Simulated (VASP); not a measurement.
# SnO2: single point with LDA

Crystal: SnO2.

```xyz
12
Lattice="0.0000 4.4290 4.4290 4.4290 0.0000 4.4290 4.4290 4.4290 0.0000" Properties=species:S:1:pos:R:3 pbc="T T T"
Sn    3.3217    3.3217    1.1072
Sn    1.1072    3.3217    3.3217
Sn    3.3217    1.1072    3.3217
Sn    1.1072    1.1072    1.1072
O     7.8900    7.8900    7.8900
O     5.3968    7.8900    5.3968
O     5.3968    5.3968    7.8900
O     7.8900    5.3968    5.3968
O     3.1824    5.6755    5.6755
O     5.6755    5.6755    3.1824
O     5.6755    3.1824    5.6755
O     3.1824    3.1824    3.1824
```

```json
{
  "Program": "VASP 6.6.1",
  "Task": "single point",
  "Functional": "LDA",
  "Potentials or basis": "VASP PAW LDA potentials, release 64 (Sn_d, O_h)",
  "Cutoff": "910 eV",
  "k mesh": "6 × 6 × 6",
  "Occupations": "gaussian, width 0.05 eV",
  "Spin": "no spin polarisation",
  "Dipole correction": "no",
  "Further INCAR settings": "ALGO = Normal; EDIFF = 1e-06; NBANDS = 64"
}
```

```json
{
 "Pressure": "0.7 GPa",
 "Largest force": "0.102 eV/Å",
 "Band gap on the k mesh": "2.09 eV"
}
```

Forces in eV/Å, atoms in the order of the input:
```
Sn   0.000  0.000  0.000
Sn   0.000  0.000  0.000
Sn   0.000  0.000  0.000
Sn   0.000  0.000  0.000
O   -0.059 -0.059 -0.059
O    0.059 -0.059  0.059
O    0.059  0.059 -0.059
O   -0.059  0.059  0.059
O    0.059 -0.059 -0.059
O   -0.059 -0.059  0.059
O   -0.059  0.059 -0.059
O    0.059  0.059  0.059
```

Levels at points of the mesh, in eV from the valence-band top:
| k point | band 49 | band 50 | band 51 | band 52 | band 53 | band 54 | band 55 | band 56 |
| --- | --- | --- | --- | --- | --- | --- | --- | --- |
| (0.00, 0.00, 0.00) | -0.44 | 0.00 | 0.00 | 0.00 | 2.09 | 5.65 | 5.65 | 5.65 |
| (0.50, 0.00, 0.00) | -0.28 | -0.28 | -0.23 | -0.23 | 3.84 | 5.44 | 6.06 | 6.06 |
| (0.50, 0.50, 0.00) | -0.59 | -0.59 | -0.03 | -0.03 | 4.83 | 4.83 | 6.25 | 6.25 |

It took 17 min on 1 thread of AMD EPYC 7R43 64-Core Processor (Zen 3), on a shared host, peak memory 0.53 GiB.

Caveat: the cutoff is under 1.25 times the usual one of these potentials, so pressure, stress and relaxed cells hold a basis-set (Pulay) error; spin-orbit coupling is left out, which moves the levels of the heavy elements. A k mesh can miss the band edges.
